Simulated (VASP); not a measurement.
Wanted: the native input for a VASP 6.6.1 run.

```yaml
Task: relaxation of cell and atoms
Functional: PBEsol
Potentials_or_basis: VASP PAW PBE potentials, release 64 (Ag, I)
Cutoff: 500 eV
k_mesh: 6 × 6 × 6
Occupations: gaussian, width 0.01 eV
Spin: no spin polarisation
Target_pressure: 7 GPa
Dipole_correction: no
Further_INCAR_settings: ALGO = Normal; EDIFF = 1e-07; IBRION = 2; EDIFFG = -0.002; NSW = 100; ISIF = 3
```

The structure of AgI lies in POSCAR:

```
AgI
1.0
    3.2250452875      3.2250452875      0.0000000000
   -3.2250452875      3.2250452875      0.0000000000
    0.0000000000      3.2250452875      3.2250452875
Ag I
1 1
Direct
    0.0000000000      0.0000000000      0.0000000000
    0.7500000000      0.2500000000      0.5000000000
```

These files were run (other wordings do the same):

INCAR

```
SYSTEM = AgI
  PREC = Accurate
  ENCUT = 500
  EDIFF = 1E-7
  ISMEAR = 0
  SIGMA = 0.01
  LREAL = .FALSE.
  LASPH = .TRUE.
  NELM = 120
  ALGO = Normal
  ISIF = 3
  LWAVE = .FALSE.
  LCHARG = .FALSE.
  GGA = PS
  IBRION = 2
  NSW = 100
  EDIFFG = -0.002
  PSTRESS = 70.0
  GGA_COMPAT = .FALSE.
  NELMIN = 4
```

KPOINTS

```
Automatic mesh
0
G
  6 6 6
  0 0 0
```

Potentials or basis: VASP PAW PBE potentials, release 64 (Ag, I).

The run is started by

```sh
$ cat potpaw_PBE.64/Ag/POTCAR potpaw_PBE.64/I/POTCAR > POTCAR
$ mpirun -np 1 vasp_std > vasp.out
```

It gave:

- Relaxed volume: 29.13 Å³/atom
- Relaxed cell: a = 4.351 Å, b = 4.351 Å, c = 4.351 Å, α = 60.00°, β = 60.00°, γ = 90.00°
- Space group after relaxing (to 0.05 Å): F-43m (No. 216)
- Energy change on relaxing (the enthalpy is what falls): +82.6 meV/atom
- Ionic steps: 6
- Pressure after relaxing: 7.0 GPa
- Band gap on the k mesh: 1.20 eV, direct

Caveat: the cell is relaxed towards a set pressure, so the enthalpy falls and the energy may rise; the PAW data sets were made with another functional, which shifts forces and pressure a little; spin-orbit coupling is left out, which moves the levels of the heavy elements.

Wall time 67 s on 1 thread of Intel Xeon 6975P-C (shared host), peak memory 0.21 GiB.
